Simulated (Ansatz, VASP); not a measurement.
# One calculation of LaYO, two programs

Contents of INCAR:

```
  PREC = Accurate
  ENCUT = 600
  EDIFF = 1E-7
  ISMEAR = 0
  SIGMA = 0.1
  LREAL = False
  LASPH = True
  NELM = 200
  ALGO = Normal
  ISIF = 3
  LWAVE = False
  LCHARG = False
  GGA = PE
  IBRION = 2
  NSW = 90
  EDIFFG = -0.04
  GGA_COMPAT = False
  NELMIN = 4
  LMAXMIX = 6
```

File KPOINTS:

```
Automatic mesh
0
Gamma
  6 6 4
```

Contents of POSCAR:

```
LaYO
1.0
    4.1076911100      0.0000000000      0.0000000000
   -2.0538455500      3.5573648500      0.0000000000
    0.0000000000      0.0000000000      3.9729970200
La Y O
1 1 1
Direct
    0.0000000000      0.0000000000      0.5000000000
    0.6666666700      0.3333333300      0.0000000000
    0.3333333300      0.6666666700      0.0000000000
```

Input for Ansatz:

```yaml
crystal:
  lattice:
    - [4.10769111, 0.0, 0.0]
    - [-2.05384555, 3.55736485, 0.0]
    - [0.0, 0.0, 3.97299702]
  atoms:
    - { symbol: La, position: [0.0, 0.0, 0.5] }
    - { symbol: "Y", position: [0.66666667, 0.33333333, 0.0] }
    - { symbol: O, position: [0.33333333, 0.66666667, 0.0] }
basis:
  ecutwfc: 420
kpoints:
  mp_grid: { grid: [6, 6, 4] }
hamiltonian:
  xc: pbe
scf:
  occupations: { method: gaussian, width: 0.1 }
  lower_state_search: "off"
output:
  forces: true
  stress: true
  eigenvalues: true
relax:
  adjacent_minimum: "off"
  f_tol: 0.04
  max_steps: 70
  cell: { stress_tol: 0.4 }
```

Change from the starting cell: species swapped into the ErNiAs type (P-6m2, No. 187).

Alike in both runs: task relaxation of cell and atoms; functional PBE; k mesh 6 × 6 × 4; occupations gaussian, width 0.1 eV; no spin polarisation.

|  | VASP | Ansatz |
| --- | --- | --- |
| version | VASP 6.6.1 | Ansatz 0.2.0 |
| potentials or method | VASP PAW PBE potentials, release 64 (La, Y_sv, O), cutoff 600 eV | scalar-relativistic, plane waves, PAW |
| valence electrons in the cell | 28 | 28 |

|  | VASP | Ansatz | Ansatz less VASP |
| --- | --- | --- | --- |
| gap on the k mesh at the Fermi level, each at its own relaxed structure (eV) | none | none | - |
| relaxed volume (Å³/atom) | 24.99 | 28.71 | +3.725 |
| relaxed cell length with the largest relative difference (Å) | 6.066 | 7.123 | +1.0572 |

A gap of «none» marks a metal or a gap that the smearing closes. One of these differences is far larger than is usual between the two programs; its cause wasn't traced.

The k mesh is coarse, so the values compare programs but aren't converged. Spin-orbit coupling is off throughout. Noted on VASP's run: the volume moved by over 15 % at a fixed basis, so the end points are rough.
